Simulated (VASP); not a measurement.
Write the native input for VASP 6.6.1 that does the following.

```yaml
Task: single point
Functional: HSE06
Potentials_or_basis: VASP PAW PBE potentials, release 64 (Ti_sv, Al)
Cutoff: 520 eV
k_mesh: 4 × 4 × 4
Occupations: fermi-dirac, width 0.05 eV
Spin: no spin polarisation
Dipole_correction: no
Grid_for_exact_exchange_PRECFOCK: Normal
Further_INCAR_settings: ALGO = Normal; EDIFF = 1e-06; NBANDS = 14
Screening_parameter: 0.2079 1/Å
```

The system is TiAl.

```
Ti Al
1.0
     3.17906    0.00000    0.00000
     0.00000    3.17906    0.00000
     0.00000    0.00000    3.17906
Ti Al
1 1
Direct
  0.00000 0.00000 0.00000
  0.50000 0.50000 0.50000
```

These files were run (other wordings do the same):

POSCAR

```
TiAl
1.0
    3.1790640000      0.0000000000      0.0000000000
    0.0000000000      3.1790640000      0.0000000000
    0.0000000000      0.0000000000      3.1790640000
Ti Al
1 1
Direct
    0.0000000000      0.0000000000      0.0000000000
    0.5000000000      0.5000000000      0.5000000000
```

INCAR.step1

```
SYSTEM = TiAl
ALGO     = Normal         ! electronic algorithm
EDIFF    = 1E-5           ! SCF threshold, eV
ENCUT    = 520            ! plane-wave cutoff, eV
GGA      = PE             ! functional
ISIF     = 2              ! what is computed and relaxed
ISMEAR   = -1             ! smearing method
LASPH    = .TRUE.         ! aspherical terms in the spheres
LREAL    = .FALSE.        ! projectors in reciprocal space
LWAVE    = .TRUE.         ! write WAVECAR
NBANDS   = 14             ! bands
NELM     = 60             ! most SCF steps
PREC     = Accurate       ! precision mode
SIGMA    = 0.05           ! smearing width, eV
```

INCAR.step2

```
SYSTEM = TiAl
ALGO     = Normal         ! electronic algorithm
EDIFF    = 1E-6           ! SCF threshold, eV
ENCUT    = 520            ! plane-wave cutoff, eV
GGA      = PE             ! functional
HFSCREEN = 0.2079         ! screening, 1/A
ISIF     = 2              ! what is computed and relaxed
ISMEAR   = -1             ! smearing method
ISTART   = 1            
LASPH    = .TRUE.         ! aspherical terms in the spheres
LCHARG   = .TRUE.         ! write CHGCAR
LELF     = .TRUE.         ! ELF
LHFCALC  = .TRUE.         ! exact exchange
LREAL    = .FALSE.        ! projectors in reciprocal space
LVHAR    = .TRUE.       
LWAVE    = .FALSE.        ! write WAVECAR
NBANDS   = 14             ! bands
NELM     = 60             ! most SCF steps
PREC     = Accurate       ! precision mode
PRECFOCK = Normal       
SIGMA    = 0.05           ! smearing width, eV
```

KPOINTS

```
k-points
0
G
  4 4 4
  0 0 0
```

Potentials or basis: VASP PAW PBE potentials, release 64 (Ti_sv, Al).

Command:

```bash
$ cat potpaw_PBE.64/Ti_sv/POTCAR potpaw_PBE.64/Al/POTCAR > POTCAR
$ cp INCAR.step1 INCAR
$ mpirun -np 1 vasp_std > vasp.out
$ cp INCAR.step2 INCAR
$ mpirun -np 1 vasp_std > vasp.out
```

Results of the run:

```json
{
  "Pressure": "-1.1 GPa"
}
```

Caveat: the k points lie up to 0.49 Å⁻¹ apart; the PAW data sets were made with another functional, which shifts forces and pressure a little.

Run time: 6.3 min on 1 thread of Intel(R) Xeon(R) Platinum 8259CL CPU @ 2.50GHz (Skylake/Cascade Lake), on a shared host, peak memory 0.24 GiB.
